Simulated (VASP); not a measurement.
A run of VASP 6.6.1 is set up as follows.

File INCAR:

```
SYSTEM = Te
ALGO = Normal ; EDIFF = 1E-6
ENCUT = 520 ; GGA = CA
ISIF = 2 ; ISMEAR = -1
LASPH = .TRUE. ; LCHARG = .FALSE.
LREAL = .FALSE. ; LWAVE = .FALSE.
NBANDS = 9 ; NELM = 100
PREC = Accurate ; SIGMA = 0.1
```

KPOINTS

```
k-points
0
G
  11 11 11
  0 0 0
```

File POSCAR:

```
Te
1.0
    3.0019240614      0.0000000000      0.0000000000
    0.0000000000      3.0019240614      0.0000000000
    0.0000000000      0.0000000000      3.0019240614
Te
1
Direct
    0.0000000000      0.0000000000      0.0000000000
```

Potentials or basis: VASP PAW LDA potentials, release 64 (Te).

Run with:

```console
$ cat potpaw_LDA.64/Te/POTCAR > POTCAR
$ mpirun -np 1 vasp_std > vasp.out
```

(1) Estimate the band gap on the k mesh.

(2) What does it give for the pressure?

Results:

(1) zero (bands 3 and 4 overlap by 6.69 eV).

(2) 10.9 GPa.

Caveat: the cell stands under pressure; spin-orbit coupling is left out, which moves the levels of the heavy elements.
